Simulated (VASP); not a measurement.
A run of VASP 6.6.1:

The input INCAR:

```
SYSTEM = Ti3HO7
ALGO = Normal ; EDIFF = 1E-7
ENCUT = 520 ; GGA = RE
ISIF = 2 ; ISMEAR = 1
ISPIN = 2 ; LASPH = .TRUE.
LCHARG = .FALSE. ; LMAXMIX = 4
LORBIT = 11 ; LREAL = .FALSE.
LWAVE = .FALSE. ; MAGMOM = 0 0.375 0.375 0.375 0.375 0.375 0.375 0 0.375 0 0.375
NBANDS = 54 ; NELECT = 81.0
NELM = 150 ; PREC = Accurate
SIGMA = 0.05
```

KPOINTS

```
Automatic mesh
0
Gamma
  2 2 2
  0.5 0.5 0.5
```

Contents of POSCAR:

```
Ti3HO7
1.0
    4.5914140000      0.0000000000      0.0000000000
    0.0000000000      4.5914140000      0.0000000000
    0.0000000000      0.0000000000      5.8777420000
Ti O H
3 7 1
Direct
    0.9943550000      0.9984380000      0.9980030000
    0.0045160000      0.0033170000      0.4987410000
    0.5025060000      0.5048740000      0.7524110000
    0.3110780000      0.3070720000      0.0012600000
    0.6965900000      0.6960540000      0.0027320000
    0.6935000000      0.7037490000      0.4993300000
    0.1959000000      0.8020840000      0.2506790000
    0.1911900000      0.8041930000      0.7500650000
    0.8110250000      0.1915070000      0.2570270000
    0.8038420000      0.1922460000      0.7507510000
    0.3056300000      0.3046650000      0.5002820000
```

Potentials or basis: VASP PAW PBE potentials, release 64 (Ti_sv, O, H).

The run is started by

```sh
$ cat potpaw_PBE.64/Ti_sv/POTCAR potpaw_PBE.64/O/POTCAR potpaw_PBE.64/H/POTCAR > POTCAR
$ mpirun -np 1 vasp_std > vasp.out
```

Hardware: 1 thread of AMD EPYC 7R13 (shared host).

**Question.** How long does it take, and how much memory?

**Answer.** Wall time 4.4 min on 1 thread of AMD EPYC 7R13, on a shared host, peak memory 0.29 GiB. Counts: scf iterations 25, k points 4.
